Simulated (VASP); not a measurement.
Write the native input for VASP 6.6.1 that does the following.

```yaml
Task: single point
Functional: PBEsol
Dispersion: D3(BJ)
Potentials_or_basis: VASP PAW PBE potentials, release 64 (Sn_d, Se)
Cutoff: 520 eV
k_mesh: 12 × 12 × 6
Occupations: gaussian, width 0.05 eV
Spin: no spin polarisation
Dipole_correction: no
Further_INCAR_settings: ALGO = Normal; EDIFF = 1e-06; NBANDS = 20
```

The structure of SnSe2 lies in POSCAR:

```
SnSe2
1.0
    3.5061188790      0.0000000000      0.0000000000
   -1.7530594395      3.0363880179      0.0000000000
    0.0000000000      0.0000000000      5.8915200000
Sn Se
1 2
Direct
    0.0000000000      0.0000000000      0.0000000000
    0.3333333333      0.6666666667      0.2500000000
    0.6666666667      0.3333333333      0.7500000000
```

This cell differs from its parent crystal: strain -0.080 along x and y, -0.040 along z.

These files were run (other wordings do the same):

INCAR

```
ALGO = Normal
EDIFF = 1E-6
ENCUT = 520
GGA = PS
ISIF = 2
ISMEAR = 0
IVDW = 12
LASPH = True
LCHARG = True
LELF = True
LREAL = False
LVHAR = True
LWAVE = False
NBANDS = 20
NELM = 100
PREC = Accurate
SIGMA = 0.05
```

KPOINTS

```
k-points
0
Gamma
  12 12 6
```

Potentials or basis: VASP PAW PBE potentials, release 64 (Sn_d, Se).

The run is started by

```console
$ cat potpaw_PBE.64/Sn_d/POTCAR potpaw_PBE.64/Se/POTCAR > POTCAR
$ mpirun -np 1 vasp_std > vasp.out
```

It gave:

```yaml
Pressure: 24.7 GPa
Largest_force: 3.141 eV/Å
Band_gap_on_the_k_mesh: 0.78 eV, indirect (least direct gap 1.54 eV)
Dispersion_energy_per_atom: -0.406 eV
```

Caveat: the cell differs from its parent crystal (strain -0.080 along x and y, -0.040 along z); the PAW data sets were made with another functional, which shifts forces and pressure a little; spin-orbit coupling is left out, which moves the levels of the heavy elements.

It took 120 s on 1 thread of Intel(R) Xeon(R) Platinum 8488C (Sapphire Rapids) (shared host), peak memory 0.27 GiB.
